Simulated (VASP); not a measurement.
Set up this calculation in VASP 6.6.1, as the native input.

| Item | Value |
| --- | --- |
| Task | single point |
| Functional | PBEsol |
| Potentials or basis | VASP PAW PBE potentials, release 64 (Ca_sv, Se) |
| Cutoff | 520 eV |
| k mesh | 8 × 8 × 8 |
| Occupations | gaussian, width 0.01 eV |
| Spin | no spin polarisation |
| Dipole correction | no |
| Further INCAR settings | ALGO = Normal; EDIFF = 1e-06; NBANDS = 15 |

The structure of CaSe lies in POSCAR:

```
CaSe
1.0
    2.9197783305      2.9197783305      0.0000000000
   -2.9197783305      2.9197783305      0.0000000000
    0.0000000000      2.9197783305      2.9384708740
Ca Se
1 1
Direct
    0.0000000000      0.0000000000      0.0000000000
    0.5000000000      0.5000000000      0.0000000000
```

This cell differs from its parent crystal: in-plane strain -0.005, then relaxed in part.

These files were run (other wordings do the same):

INCAR

```
SYSTEM = CaSe
PREC = Accurate
ENCUT = 520
EDIFF = 1E-6
ISMEAR = 0
SIGMA = 0.01
LREAL = .FALSE.
LASPH = .TRUE.
NELM = 80
ALGO = Normal
ISIF = 2
LWAVE = .FALSE.
LCHARG = .FALSE.
GGA = PS
NBANDS = 15
```

KPOINTS

```
Automatic mesh
0
G
  8 8 8
  0 0 0
```

Potentials or basis: VASP PAW PBE potentials, release 64 (Ca_sv, Se).

The run is started by

```sh
$ cat potpaw_PBE.64/Ca_sv/POTCAR potpaw_PBE.64/Se/POTCAR > POTCAR
$ mpirun -np 1 vasp_std > vasp.out
```

Results of the run:

```yaml
Pressure: 0.7 GPa
Band_gap_on_the_k_mesh: 1.84 eV, indirect (least direct gap 2.81 eV)
```

Caveat: the cell differs from its parent crystal (in-plane strain -0.005, then relaxed in part); the PAW data sets were made with another functional, which shifts forces and pressure a little.

Run time: 31 s on 1 thread of Intel Xeon 6975P-C (shared host), peak memory 0.2 GiB.
